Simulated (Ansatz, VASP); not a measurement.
Ga: VASP beside Ansatz

```
Ga
1.0
    14.00000    0.00000    0.00000
     0.00000   14.40000    0.00000
     0.00000    0.00000   14.80000
Ga
1
Cartesian
  7.0000 7.2000 7.4000
```

Alike in both runs: task single point; functional PBE; k mesh 1 × 1 × 1; occupations fermi-dirac, width 0.01 eV; collinear spin.

|  | VASP | Ansatz |
| --- | --- | --- |
| version | VASP 6.6.1 | Ansatz 0.2.0 |
| potentials or method | VASP PAW PBE potentials, release 64 (Ga_d), cutoff 520 eV | plane waves (420 eV) with PAW, scalar-relativistic |
| valence electrons in the cell | 13 | 13 |

Ansatz gave:

- net moment per atom (μB): 1.00
- size of the moment on the site where the two differ most (μB): 1.00

Task: What did VASP give for the same quantities?

Result: net moment per atom (μB): 1.00; size of the moment on the site where the two differ most (μB): 0.28.

Site moments also hang on the region over which each program counts them.
